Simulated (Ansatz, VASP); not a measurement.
## Two plane-wave programs on FePt

```xyz
2
Lattice="2.9951 0.0000 0.0000 0.0000 2.9951 0.0000 0.0000 0.0000 2.9951" Properties=species:S:1:pos:R:3 pbc="T T T"
Fe    0.0000    0.0000    0.0000
Pt    1.4975    1.4975    1.4975
```

Alike in both runs: task relaxation of cell and atoms; functional PBE; k mesh 6 × 6 × 6; occupations gaussian, width 0.1 eV; collinear spin.

|  | VASP | Ansatz |
| --- | --- | --- |
| version | VASP 6.6.1 | Ansatz 0.2.0 |
| potentials or method | VASP PAW PBE potentials, release 64 (Fe, Pt), cutoff 600 eV | scalar-relativistic, plane waves, PAW |
| valence electrons in the cell | 18 | 34 |

|  | VASP | Ansatz | Ansatz less VASP |
| --- | --- | --- | --- |
| gap on the k mesh at the Fermi level, each at its own relaxed structure (eV) | none | none | - |
| net moment per atom (μB) | 1.76 | 1.78 | +0.022 |
| size of the moment on the site where the two differ most (μB) | 0.34 | 0.39 | +0.052 |
| relaxed volume (Å³/atom) | 14.34 | 14.39 | +0.054 |
| relaxed cell length with the largest relative difference (Å) | 3.061 | 3.065 | +0.0038 |

Site moments also hang on the region over which each program counts them. A gap of «none» marks a metal or a gap that the smearing closes. VASP's potentials hold 18 valence electrons a cell and Ansatz's 34, so a difference there can come from the potentials and not from the codes.

Spin-orbit coupling is off throughout.
